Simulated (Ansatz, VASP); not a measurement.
**GaB3As4 in VASP and in Ansatz**

Contents of INCAR:

```
PREC = Accurate
ENCUT = 520
EDIFF = 1E-6
ISMEAR = -1
SIGMA = 0.02
LREAL = F
LASPH = T
NELM = 80
ALGO = Normal
ISIF = 2
LWAVE = F
LCHARG = T
GGA = PE
LELF = T
LVHAR = T
NBANDS = 31
```

The input KPOINTS:

```
Automatic mesh
0
Gamma
  8 8 8
```

Contents of POSCAR:

```
GaB3As4
1.0
    1.7644333799      1.0186960868     11.7046046761
   -1.7644333799      1.0186960868     11.7046046761
    0.0000000000     -2.0373921737     11.7046046761
B Ga As
3 1 4
Direct
    0.9950160609     -0.0049839391     -0.0049839391
    0.2503909205      0.2503909205      0.2503909205
    0.5056598268      0.5056598268      0.5056598268
    0.7508756504      0.7508756504      0.7508756504
    0.3094704220      0.3094704220      0.3094704220
    0.5647606191      0.5647606191      0.5647606191
    0.8199912489      0.8199912489      0.8199912489
    0.0538352514      0.0538352514      0.0538352514
```

Input for Ansatz:

```yaml
crystal:
  lattice:
    - [1.7644333799, 1.0186960868, 11.7046046761]
    - [-1.7644333799, 1.0186960868, 11.7046046761]
    - [0.0, -2.0373921737, 11.7046046761]
  atoms:
    - { symbol: B, position: [0.9950160609, -0.0049839391, -0.0049839391] }
    - { symbol: B, position: [0.2503909205, 0.2503909205, 0.2503909205] }
    - { symbol: B, position: [0.5056598268, 0.5056598268, 0.5056598268] }
    - { symbol: Ga, position: [0.7508756504, 0.7508756504, 0.7508756504] }
    - { symbol: As, position: [0.309470422, 0.309470422, 0.309470422] }
    - { symbol: As, position: [0.5647606191, 0.5647606191, 0.5647606191] }
    - { symbol: As, position: [0.8199912489, 0.8199912489, 0.8199912489] }
    - { symbol: As, position: [0.0538352514, 0.0538352514, 0.0538352514] }
kpoints:
  mp_grid: { grid: [8, 8, 8] }
  band_path:
    path:
      - [[0.0, 0.0, 0.0], [-0.5, -0.5, -0.5], [-0.5, -0.1717165868837, -0.8282834131163]]
      - [[-0.1717165868837, 0.1717165868837, -0.5], [-1.378453984595e-15, -8.837010341454e-16, -0.5], [0.0, 0.0, 0.0], [-1.724210392411e-15, 0.3358582934419, -0.3358582934419]]
      - [[-0.3358582934419, -8.795204903305e-16, -0.6641417065581], [-0.5, -3.177097792958e-16, -0.5], [0.0, 0.0, 0.0]]
    npoints: 10
hamiltonian:
  xc: pbe
scf:
  occupations: { method: fermi_dirac, width: 0.02 }
  n_extra_bands: 6
output:
  forces: true
  stress: true
  eigenvalues: true
  write_density: true
  write_potential: true
  elf: true
  volumetric_format: npy
```

Alike in both runs: task single point; functional PBE; k mesh 8 × 8 × 8; occupations fermi-dirac, width 0.02 eV; no spin polarisation.

|  | VASP | Ansatz |
| --- | --- | --- |
| version | VASP 6.6.1 | Ansatz 0.2.0 |
| potentials or method | VASP PAW PBE potentials, release 64 (B, Ga_d, As) | plane waves, PAW |
| plane-wave cutoff (eV) | 520 | 420 |
| valence electrons in the cell | 42 | 82 |

```csv
,VASP,Ansatz,Ansatz less VASP
pressure (GPa),2.7,2.3,-0.41
"traceless stress, the component that is largest in VASP (GPa)",0.39,0.32,-0.070
rms of the force components (eV/Å),0.083,0.083,-0.0001
```

Atom by atom the forces differ by 0.009 eV/Å (rms over components). VASP's potentials hold 42 valence electrons a cell and Ansatz's 82, so a difference there can come from the potentials and not from the codes.
